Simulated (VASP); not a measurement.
LuBe:

```
CELL_PARAMETERS angstrom
3.32037 0.00000 0.00000
0.00000 3.32037 0.00000
0.00000 0.00000 3.32037
ATOMIC_POSITIONS crystal
Lu 0.00000 0.00000 0.00000
Be 0.50000 0.50000 0.50000
```

Base run:

| Item | Value |
| --- | --- |
| Program | VASP 6.6.1 |
| Functional | revPBE |
| Potentials or basis | VASP PAW PBE potentials, release 64 (Lu, Be) |
| Cutoff | 520 eV |
| k mesh | 8 × 8 × 8 |
| Occupations | fermi-dirac, width 0.05 eV |
| Spin | no spin polarisation |

Its results: pressure 2.0 GPa.

Task: After a change of settings the same cell gave: pressure 2.5 GPa. Which change was it?
A. functional from revPBE to PBEsol
B. functional from revPBE to LDA; further incar settings from ALGO = Normal; EDIFF = 1e-06; NBANDS = 20 to ALGO = Fast; EDIFF = 1e-06; NBANDS = 20
C. functional from revPBE to RPBE
D. functional from revPBE to r2SCAN; further incar settings from ALGO = Normal; EDIFF = 1e-06; NBANDS = 20 to ALGO = Normal; EDIFF = 1e-07; NBANDS = 20

Result: C.

Caveats: the PAW data sets were made with another functional, which shifts forces and pressure a little.
